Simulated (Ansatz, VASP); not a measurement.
## One calculation of Al, two programs

```
CELL_PARAMETERS angstrom
-1.54348 1.54348 1.54348
1.54348 -1.54348 1.54348
1.54348 1.54348 -1.54348
ATOMIC_POSITIONS crystal
Al 0.00000 0.00000 0.00000
```

Change from the starting cell: strain -0.030 along x and y, -0.030 along z, atoms carried along.

Alike in both runs: task single point; functional PBEsol; k mesh 20 × 20 × 20; occupations gaussian, width 0.15 eV; no spin polarisation.

|  | VASP | Ansatz |
| --- | --- | --- |
| version | VASP 6.6.1 | Ansatz 0.2.0 |
| potentials or method | VASP PAW PBE potentials, release 64 (Al), cutoff 520 eV | scalar-relativistic, plane waves, PAW |
| valence electrons in the cell | 3 | 3 |

Ansatz gave:

- gap on the k mesh at the Fermi level (eV): none
- pressure (GPa): 11.3

Question: What did VASP give for the same quantities?

Answer: gap on the k mesh at the Fermi level (eV): none; pressure (GPa): 11.4.

VASP's potentials were made for PBE, not for PBEsol. A gap of «none» marks a metal or a gap that the smearing closes.
